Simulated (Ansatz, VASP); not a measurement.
**WC in VASP and in Ansatz**

INCAR

```
SYSTEM = WC
  PREC = Accurate
  ENCUT = 600
  EDIFF = 1E-6
  ISMEAR = -1
  SIGMA = 0.05
  LREAL = .False.
  LASPH = .True.
  NELM = 120
  ALGO = Normal
  ISIF = 2
  LWAVE = .False.
  LCHARG = .False.
  NBANDS = 16
  GGA_COMPAT = .False.
```

Contents of KPOINTS:

```
Automatic mesh
0
Gamma
  10 10 10
  0 0 0
```

Contents of POSCAR:

```
WC
1.0
    0.0000000000      2.1779675566      2.1779675566
    2.1779675566      0.0000000000      2.1779675566
    2.1779675566      2.1779675566      0.0000000000
W C
1 1
Direct
    0.0000000000      0.0000000000      0.0000000000
    0.5000000000      0.5000000000      0.5000000000
```

Contents of input.yaml:

```yaml
crystal:
  lattice:
    - [0.0, 2.1779675566, 2.1779675566]
    - [2.1779675566, 0.0, 2.1779675566]
    - [2.1779675566, 2.1779675566, 0.0]
  atoms:
    - { symbol: W, position: [0.0, 0.0, 0.0] }
    - { symbol: C, position: [0.5, 0.5, 0.5] }
hamiltonian:
  xc: lda
  pseudopotentials: { kind: paw }
kpoints:
  mp_grid: { grid: [10, 10, 10] }
scf:
  occupations: { method: fermi_dirac, width: 0.05 }
output:
  forces: true
  stress: true
  eigenvalues: true
```

Alike in both runs: task single point; functional LDA; k mesh 10 × 10 × 10; occupations fermi-dirac, width 0.05 eV; no spin polarisation.

|  | VASP | Ansatz |
| --- | --- | --- |
| version | VASP 6.6.1 | Ansatz 0.2.0 |
| potentials or method | VASP PAW LDA potentials, release 64 (W_sv, C) | Ansatz PAW |
| plane-wave cutoff (eV) | 600 | 420 |
| valence electrons in the cell | 18 | 18 |

Ansatz gave:

- gap on the k mesh at the Fermi level (eV): none
- pressure (GPa): -9.1

Estimate VASP's values.

gap on the k mesh at the Fermi level (eV): none; pressure (GPa): -6.9.

LDA's correlation is that of Perdew and Zunger in VASP and of Perdew and Wang (1992) in Ansatz. A gap of «none» marks a metal or a gap that the smearing closes.

Neither program's run includes spin-orbit coupling.
